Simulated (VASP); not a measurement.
# CaO (pbe) (P6_3/mmc) in VASP: further runs

CaO (pbe) is run at these levels: PBE; tasks: single point, relaxation of cell and atoms.

Everything below comes from runs of VASP 6.6.1. Logs are shortened: lines on timing, memory, paths and dates and some standing lists are left out, and cuts for length are marked.

## Step 1: The cell of the first run

Symmetry: P6_3/mmc, No. 194, hexagonal system. Conventional cell: a = 4.004 Å, b = 4.004 Å, c = 4.808 Å, α = 90.00°, β = 90.00°, γ = 120.00°. Ca (site symmetry -6m2) has 5 O at 2.31 to 2.40 Å within 3.1 Å. O (site symmetry -6m2) has 5 Ca at 2.31 to 2.40 Å within 3.1 Å.

## Step 2: Single point, PBE

Contents of INCAR:

```
PREC = Accurate
ENCUT = 520
EDIFF = 1E-6
ISMEAR = 0
SIGMA = 0.02
LREAL = False
LASPH = True
NELM = 100
ALGO = Normal
ISIF = 2
LWAVE = False
LCHARG = True
GGA = PE
LELF = True
LVHAR = True
NBANDS = 24
```

Contents of KPOINTS:

```
regular mesh
0
Gamma
  9 9 6
```

Contents of POSCAR:

```
CaO
1.0
    4.0043882324      0.0000000000      0.0000000000
   -2.0021941162      3.4679019359      0.0000000000
    0.0000000000      0.0000000000      4.8079444436
Ca O
2 2
Direct
    0.3333333333      0.6666666667      0.7500000000
    0.6666666667      0.3333333333      0.2500000000
    0.3333333333      0.6666666667      0.2500000000
    0.6666666667      0.3333333333      0.7500000000
```

Potentials or basis: VASP PAW PBE potentials, release 64 (Ca_sv, O).

Launch:

```
$ cat potpaw_PBE.64/Ca_sv/POTCAR potpaw_PBE.64/O/POTCAR > POTCAR
$ mpirun -np 1 vasp_std > vasp.out
```

OUTCAR:

```text
PREC = Accurate
   ENCUT = 520
   EDIFF = 1E-6
   ISMEAR = 0
   LREAL = False
   LASPH = True
   NELM = 100
   ISIF = 2
   GGA = PE

 ion  position               nearest neighbor table
   1  0.333  0.667  0.750-   4 2.31   4 2.31   4 2.31   3 2.40   3 2.40
   2  0.667  0.333  0.250-   3 2.31   3 2.31   3 2.31   4 2.40   4 2.40
   3  0.333  0.667  0.250-   2 2.31   2 2.31   2 2.31   1 2.40   1 2.40
   4  0.667  0.333  0.750-   1 2.31   1 2.31   1 2.31   2 2.40   2 2.40

  LATTYP: Found a hexagonal cell.
 ALAT       =     4.0043882324
 C/A-ratio  =     1.2006689073

  Lattice vectors:

 A1 = (   4.0043882324,   0.0000000000,   0.0000000000)
 A2 = (  -2.0021941162,   3.4679019359,   0.0000000000)
 A3 = (   0.0000000000,   0.0000000000,   4.8079444436)

Analysis of symmetry for initial positions (statically):
=====================================================================
 Subroutine PRICEL returns:
 Original cell was already a primitive cell.

 Routine SETGRP: Setting up the symmetry group for a
 hexagonal supercell.

 Subroutine GETGRP returns: Found 24 space group operations
 (whereof 12 operations were pure point group operations)
 out of a pool of 24 trial point group operations.

The static configuration has the point symmetry D_3d.
 The point group associated with its full space group is D_6h.

Analysis of symmetry for dynamics (positions and initial velocities):
=====================================================================
 Subroutine PRICEL returns:
 Original cell was already a primitive cell.

 Routine SETGRP: Setting up the symmetry group for a
 hexagonal supercell.

 Subroutine GETGRP returns: Found 24 space group operations
 (whereof 12 operations were pure point group operations)
 out of a pool of 24 trial point group operations.

The dynamic configuration has the point symmetry D_3d.
 The point group associated with its full space group is D_6h.

 Subroutine INISYM returns: Found 24 space group operations
 (whereof 12 operations are pure point group operations),
 and found     1 'primitive' translations

----------------------------------------------------------------------------------------

                                     Primitive cell

  volume of cell :      66.7671

  direct lattice vectors                    reciprocal lattice vectors
     4.004388232  0.000000000  0.000000000     0.249726036  0.144179394  0.000000000
    -2.002194116  3.467901936  0.000000000     0.000000000  0.288358788  0.000000000
     0.000000000  0.000000000  4.807944444     0.000000000  0.000000000  0.207989092

  length of vectors
     4.004388232  4.004388232  4.807944444     0.288358788  0.288358788  0.207989092

  position of ions in fractional coordinates (direct lattice)
     0.333333333  0.666666667  0.750000000
     0.666666667  0.333333333  0.250000000
     0.333333333  0.666666667  0.250000000
     0.666666667  0.333333333  0.750000000

  ion indices of the primitive-cell ions
   primitive index   ion index
                 1           1
                 2           2
                 3           3
                 4           4

----------------------------------------------------------------------------------------

 KPOINTS: regular mesh

Automatic generation of k-mesh.
 Grid dimensions read from file:
 generate k-points for:    9    9    6

 Generating k-lattice:

  Cartesian coordinates                     Fractional coordinates (reciprocal lattice)
     0.027747337  0.016019933  0.000000000     0.111111111 -0.000000000  0.000000000
     0.000000000  0.032039865  0.000000000     0.000000000  0.111111111  0.000000000
     0.000000000  0.000000000  0.034664849     0.000000000  0.000000000  0.166666667

  Length of vectors
     0.032039865  0.032039865  0.034664849

  Shift w.r.t. Gamma in fractional coordinates (k-lattice)
     0.000000000  0.000000000  0.000000000

 Subroutine IBZKPT returns following result:
 ===========================================

 Found     48 irreducible k-points:

 Following reciprocal coordinates:
            Coordinates               Weight
  0.000000  0.000000  0.000000      1.000000
  0.111111 -0.000000  0.000000      6.000000
  0.222222 -0.000000  0.000000      6.000000
  0.333333  0.000000  0.000000      6.000000
  0.444444 -0.000000  0.000000      6.000000
  0.111111  0.111111  0.000000      6.000000
[... 16 lines left out ...]
  0.333333  0.222222  0.166667     24.000000
  0.333333  0.333333  0.166667      4.000000
 [... further k-points ...]
   k-points           NKPTS =     48   k-points in BZ     NKDIM =     48   number of bands    NBANDS=     24
   number of dos      NEDOS =    301   number of ions     NIONS =      4
   total plane-waves  NPLWV =  32400
   dimension x,y,z NGX =    30 NGY =   30 NGZ =   36
   dimension x,y,z NGXF=    60 NGYF=   60 NGZF=   72
   ions per type =               2   2
   NGX,Y,Z   is equivalent  to a cutoff of  12.45, 12.45, 12.45 a.u.
   NGXF,Y,Z  is equivalent  to a cutoff of  24.91, 24.91, 24.90 a.u.
 SYSTEM =  unknown system
   PREC   = accura    normal or accurate (medium, high low for compatibility)
   ISTART =      0    job   : 0-new  1-cont  2-samecut
   ICHARG =      2    charge: 1-file 2-atom 10-const
   ISPIN  =      1    spin polarized calculation?
   LNONCOLLINEAR =      F non collinear calculations
   LSORBIT =      F    spin-orbit coupling
   LASPH  =      T    aspherical Exc in radial PAW
   ENCUT  =  520.0 eV  38.22 Ry    6.18 a.u.   7.45  7.45  8.94*2*pi/ulx,y,z
   NELM   =    100;   NELMIN=  2; NELMDL= -5     # of ELM steps
   EDIFF  = 0.1E-05   stopping-criterion for ELM
   LREAL  =      F    real-space projection
   EDIFFG = 0.1E-04   stopping-criterion for IOM
   NSW    =      0    number of steps for IOM
   IBRION =     -1    ionic relax: 0-MD 1-quasi-New 2-CG
   NFREE  =      0    steps in history (QN), initial steepest desc. (CG)
   ISIF   =      2    stress and relaxation
   ISYM   =      2    0-nonsym 1-usesym 2-fastsym
   POTIM  = 0.5000    time-step for ionic-motion
   TEBEG  =    0.0;   TEEND  =   0.0 temperature during run
   PSTRESS=    0.0 pullay stress
   NELECT =      32.0000    total number of electrons
   NUPDOWN=      -1.0000    fix difference up-down
   EMIN   =  10.00;   EMAX   =-10.00  energy-range for DOS
   EFERMI =   0.00;   METHOD = LEGACY
   ISMEAR =     0;   SIGMA  =   0.02  broadening in eV -4-tet -1-fermi 0-gaus
   EFERMI_NEDOS =   21; number of points for ismear=-14 and -15
   IALGO  =     38    algorithm
   IMIX   =      4    mixing-type and parameters
     AMIX     =   0.40;   BMIX     =  1.00
     AMIX_MAG =   1.60;   BMIX_MAG =  1.00
  volume/ion in A,a.u.               =      16.69       112.64
  Fermi-wavevector in a.u.,A,eV,Ry     =   1.281162  2.421045 22.332274  1.641376
  Thomas-Fermi vector in A             =   2.413548
   LORBIT       =      0    0 simple, 1 ext, 2 COOP (PROOUT), +10 PAW based schemes
   GGA     = PE    functional components
   LHFCALC =     F    Hartree Fock is set to
   AEXX    =    0.0000 exact exchange contribution
   IVDW    =     0    specifies the selected vdW correction
   LEPSILON=     F    determine dielectric tensor
   LRPA    =     F    only Hartree local field effects (RPA)
 non-spin polarized calculation
 Gauss-broadening in eV      SIGMA  =   0.02
  energy-cutoff  :      520.00
  volume of cell :       66.77
 maximum number of plane-waves:      1823
 NGX is ok and might be reduce to    30
   NGX = 15   NGY = 15   NGZ = 17

 number of electron      31.9999997 magnetization

 Free energy of the ion-electron system (eV)
  ---------------------------------------------------
  ext. energy  EPLUGINS =         0.00000000
  ---------------------------------------------------
  free energy    TOTEN  =       -25.35057087 eV

  energy without entropy =      -25.35057087  energy(sigma->0) =      -25.35057087

 E-fermi :   1.3929     XC(G=0):  -9.3464

 val. band max:        1.2904319398   @ k =   0.0000   0.0000   0.0000
 cond. band min:       4.4175745730   @ k =   0.0000   0.0000   0.0000
 fundamental gap:      3.1271426331
 Fermi energy:         1.3928892060

 k-point     1 :       0.0000    0.0000    0.0000
  band No.  band energies     occupation
      1     -36.4090      2.00000
      2     -36.2851      2.00000
      3     -17.7331      2.00000
      4     -17.5015      2.00000
      5     -17.5015      2.00000
      6     -17.3137      2.00000
[... 16 lines left out ...]
     23       9.7731      0.00000
     24       9.7798      0.00000

 k-point     2 :       0.1111   -0.0000    0.0000
  band No.  band energies     occupation
      1     -36.4043      2.00000
      2     -36.2870      2.00000
      3     -17.7172      2.00000
      4     -17.5512      2.00000
      5     -17.5117      2.00000
      6     -17.3746      2.00000
[... 16 lines left out ...]
     23       9.4278      0.00000
     24       9.6951      0.00000

 k-point     3 :       0.2222   -0.0000    0.0000
  band No.  band energies     occupation
      1     -36.3913      2.00000
      2     -36.2927      2.00000
      3     -17.6723      2.00000
      4     -17.6712      2.00000
      5     -17.5363      2.00000
      6     -17.5164      2.00000
[... 16 lines left out ...]
     23       9.4670      0.00000
     24       9.5093      0.00000

 k-point     4 :       0.3333    0.0000    0.0000
  band No.  band energies     occupation
      1     -36.3737      2.00000
      2     -36.3022      2.00000
      3     -17.7995      2.00000
      4     -17.6599      2.00000
      5     -17.6083      2.00000
      6     -17.5624      2.00000
[... 16 lines left out ...]
     23       9.4394      0.00000
     24       9.6115      0.00000

 k-point     5 :       0.4444   -0.0000    0.0000
  band No.  band energies     occupation
      1     -36.3582      2.00000
      2     -36.3123      2.00000
      3     -17.8795      2.00000
      4     -17.7453      2.00000
      5     -17.5787      2.00000
      6     -17.5489      2.00000
[... 451 lines left out ...]
 k-point    22 :       0.2222    0.2222    0.1667
  band No.  band energies     occupation
      1     -36.3600      2.00000
      2     -36.3118      2.00000
      3     -17.9250      2.00000
      4     -17.8309      2.00000
      5     -17.5842      2.00000
      6     -17.4595      2.00000
[... 16 lines left out ...]
     23       9.5279      0.00000
     24      10.0856      0.00000

 k-point    23 :       0.3333    0.2222    0.1667
  band No.  band energies     occupation
      1     -36.3460      2.00000
      2     -36.3216      2.00000
      3     -17.9557      2.00000
      4     -17.8967      2.00000
      5     -17.6160      2.00000
      6     -17.4121      2.00000
[... 16 lines left out ...]
     23       9.5616      0.00000
     24      10.0489      0.00000

 k-point    24 :       0.3333    0.3333    0.1667
  band No.  band energies     occupation
      1     -36.3331      2.00000
      2     -36.3331      2.00000
      3     -17.9370      2.00000
      4     -17.9370      2.00000
      5     -17.6379      2.00000
      6     -17.3612      2.00000
[... 16 lines left out ...]
     23       9.6716      0.00000
     24      10.0440      0.00000

 [... further k-points ...]
[... 5 lines left out ...]
  --------------------------------------------------------------------------------------
  -------------------------------------------------------------------------------------
  Total        0.1914596      0.1914596      0.2023520      0.0000000      0.0000000      0.0000000
  in kB        4.5943629      4.5943629      4.8557437      0.0000000      0.0000000      0.0000000
  external PRESSURE =       4.6814898 kB  Pullay stress =       0.0000000 kB

 VOLUME and BASIS-vectors are now :
 -----------------------------------------------------------------------------
  energy-cutoff  :      520.00
  volume of cell :       66.77
      direct lattice vectors                 reciprocal lattice vectors
     4.004388232  0.000000000  0.000000000     0.249726036  0.144179394  0.000000000
    -2.002194116  3.467901936  0.000000000     0.000000000  0.288358788  0.000000000
     0.000000000  0.000000000  4.807944444     0.000000000  0.000000000  0.207989092

 POSITION                                       TOTAL-FORCE (eV/Angst)
 -----------------------------------------------------------------------------------
     -0.00000      2.31193      3.60596         0.000000     -0.000000      0.000000
      2.00219      1.15597      1.20199        -0.000000      0.000000      0.000000
     -0.00000      2.31193      1.20199         0.000000      0.000000      0.000000
      2.00219      1.15597      3.60596        -0.000000     -0.000000      0.000000
 -----------------------------------------------------------------------------------
    total drift:                                0.000000     -0.000000      0.000000

  FREE ENERGIE OF THE ION-ELECTRON SYSTEM (eV)
  ---------------------------------------------------
  free  energy   TOTEN  =       -25.3505708677 eV

  energy  without entropy=      -25.3505708677  energy(sigma->0) =      -25.35057087
```

Wall time 31 s (1 thread of Intel Xeon 6975P-C (Granite Rapids), shared host); peak memory 0.21 GiB.

What came out:

```yaml
Free_energy: -25.3506 eV
Pressure: 0.5 GPa
Band_gap_on_the_k_mesh: 3.13 eV, direct
```

Levels at points of the mesh, in eV from the valence-band top:
| k point | band 12 | band 13 | band 14 | band 15 | band 16 | band 17 | band 18 | band 19 | band 20 | band 21 |
| --- | --- | --- | --- | --- | --- | --- | --- | --- | --- | --- |
| (0.00, 0.00, 0.00) | -1.18 | -1.13 | -1.13 | -1.10 | 0.00 | 3.13 | 6.11 | 6.11 | 7.63 | 7.66 |
| (0.00, 0.00, 0.50) | -1.56 | -1.27 | -1.27 | -1.27 | -1.27 | 4.93 | 4.93 | 7.71 | 7.71 | 7.71 |

A k mesh can miss the band edges. Expect the measured gap to be larger: semilocal functionals such as PBE lack the derivative discontinuity.

(Part 1 of 2 ends here.)
